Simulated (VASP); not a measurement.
Runs of VASP 6.6.1 on PbSe. The structure is that of space group I4/mmm (No. 139), or close to it. The cells are those of the table. 

```tsv
cell	gap on the mesh (eV)	pressure (GPa)
a = 4.501, b = 4.501, c = 4.075 Å, angles 63.1, 63.1, 53.8°, 2 atoms	(a)	5.9
a = 4.219, b = 4.219, c = 4.704 Å, angles 56.1, 56.1, 67.8°, 2 atoms	none	10.5
a = 4.210, b = 4.210, c = 4.861 Å, angles 54.7, 54.7, 70.5°, 2 atoms	none	16.6
a = 4.602, b = 4.602, c = 3.968 Å, angles 64.5, 64.5, 51.1°, 2 atoms	none	(b)
a = 4.278, b = 4.278, c = 4.453 Å, angles 58.6, 58.6, 62.7°, 2 atoms	0.35	2.6
a = 4.725, b = 4.725, c = 3.858 Å, angles 65.9, 65.9, 48.2°, 2 atoms	none	15.4
a = 4.243, b = 4.243, c = 4.572 Å, angles 57.4, 57.4, 65.2°, 2 atoms	0.23	5.9
```

Alike in all rows: task single point; level r2SCAN; potentials or basis VASP PAW PBE potentials, release 64 (Pb_d, Se); no spin polarisation; k mesh 10 × 10 × 10; cutoff (eV) 520; smearing gaussian 0.05 eV.

Task: Fill in the values left out.

Result: (a) 0.12; (b) 9.9.

Caveats: the PAW data sets were made with another functional, which shifts forces and pressure a little; spin-orbit coupling is left out, which moves the levels of the heavy elements; the cell stands under pressure (at least some runs); semilocal functionals underestimate gaps, so a narrow gap can read as zero (at least some runs).

A k mesh can miss the band edges, and the runs leave out spin-orbit coupling on Pb, Se.

A gap of «none» marks levels without a gap at the run's occupations.
